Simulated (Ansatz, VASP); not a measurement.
Two plane-wave programs on HC18

```
C H
1.0
     7.39800    0.00000    0.00000
    -3.69900    6.40686    0.00000
     0.00000    0.00000   13.00000
C H
18 1
Cartesian
  -0.0097 0.0321 0.9628
  1.1975 0.7550 1.0023
  -1.2382 2.1612 0.9243
  -0.0092 2.8707 0.9297
  -2.4678 4.2897 0.9629
  -1.2382 4.9736 1.0024
  2.4608 0.0256 1.2358
  3.7242 0.7550 1.0024
  1.2200 2.1618 0.9628
  2.4608 2.8705 0.9717
  -0.0086 4.2897 0.9629
  1.2256 5.0100 0.9717
  4.9313 0.0321 0.9628
  6.1598 0.7421 0.9297
  3.7017 2.1618 0.9629
  4.9308 2.8707 0.9298
  2.4608 4.2968 0.9671
  3.6960 5.0099 0.9717
  2.4608 0.0257 2.3644
```

Alike in both runs: functional PBE; dispersion D3(BJ); k mesh 2 × 2 × 1; occupations gaussian, width 0.02 eV; collinear spin.

Ansatz relaxed the structure, and its values are those at the end. VASP's run is a single point on that final structure, the one shown.

```csv
,VASP,Ansatz
version,VASP 6.6.1,Ansatz 0.2.0
potentials or method,"VASP PAW PBE potentials, release 64 (C, H), cutoff 520 eV","scalar-relativistic, plane waves, PAW"
valence electrons in the cell,73,73
```

```csv
,VASP,Ansatz,Ansatz less VASP
rms of the force components (eV/Å),0.007,0.003,-0.0046
net moment per atom (μB),0.00,0.00,0.000
```

Ansatz's warnings: filled band counts differ across k points, seeded moment not kept, xc potential rough in thin density.

The k mesh is coarse, so the values compare programs but aren't converged.
